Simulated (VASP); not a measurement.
Write the native input for VASP 6.6.1 that does the following.

```yaml
Task: single point
Functional: PBEsol-based screened hybrid with 25 % exact exchange
Potentials_or_basis: VASP PAW PBE potentials, release 64 (Pt, Se)
Cutoff: 520 eV
k_mesh: 4 × 4 × 3
Occupations: fermi-dirac, width 0.05 eV
Spin: no spin polarisation
Dipole_correction: no
Grid_for_exact_exchange_PRECFOCK: Normal
Share_of_exact_exchange: 0.25
Further_INCAR_settings: ALGO = Normal; EDIFF = 1e-06; NBANDS = 18
Screening_parameter: 0.207 1/Å
```

PtSe2:

```
CELL_PARAMETERS angstrom
3.73593 0.00000 0.00000
-1.86796 3.23541 0.00000
0.00000 0.00000 4.93991
ATOMIC_POSITIONS crystal
Pt 0.00000 0.00000 0.00000
Se 0.66667 0.33333 0.74746
Se 0.33333 0.66667 0.25254
```

One way to write it, as run:

POSCAR

```
PtSe2
1.0
    3.7359275490      0.0000000000      0.0000000000
   -1.8679637745      3.2354081641      0.0000000000
    0.0000000000      0.0000000000      4.9399065062
Pt Se
1 2
Direct
    0.0000000000      0.0000000000      0.0000000000
    0.6666666667      0.3333333333      0.7474557172
    0.3333333333      0.6666666667      0.2525442828
```

INCAR.step1

```
PREC = Accurate ; ENCUT = 520
EDIFF = 1E-5 ; ISMEAR = -1
SIGMA = 0.05 ; LREAL = False
LASPH = True ; NELM = 60
ALGO = Normal ; ISIF = 2
LWAVE = True ; LCHARG = False
GGA = PE ; NBANDS = 18
```

INCAR.step2

```
PREC = Accurate ; ENCUT = 520
EDIFF = 1E-6 ; ISMEAR = -1
SIGMA = 0.05 ; LREAL = False
LASPH = True ; NELM = 60
ALGO = Normal ; ISIF = 2
LWAVE = False ; LCHARG = False
GGA = PS ; LHFCALC = True
AEXX = 0.25 ; HFSCREEN = 0.207
PRECFOCK = Normal ; ISTART = 1
NBANDS = 18
```

KPOINTS

```
regular mesh
0
Gamma
  4 4 3
```

Potentials or basis: VASP PAW PBE potentials, release 64 (Pt, Se).

Launch:

```bash
$ cat potpaw_PBE.64/Pt/POTCAR potpaw_PBE.64/Se/POTCAR > POTCAR
$ cp INCAR.step1 INCAR
$ mpirun -np 1 vasp_std > vasp.out
$ cp INCAR.step2 INCAR
$ mpirun -np 1 vasp_std > vasp.out
```

Results of the run:

The pressure is -0.1 GPa. The band gap on the k mesh is zero (bands 11 and 12 overlap by 0.27 eV).

Caveat: the k points lie up to 0.49 Å⁻¹ apart; the PAW data sets were made with another functional, which shifts forces and pressure a little; spin-orbit coupling is left out, which moves the levels of the heavy elements.

Run time: 7.3 min on 1 thread of Intel(R) Xeon(R) Platinum 8488C (Sapphire Rapids), with other jobs on the host, peak memory 0.29 GiB.
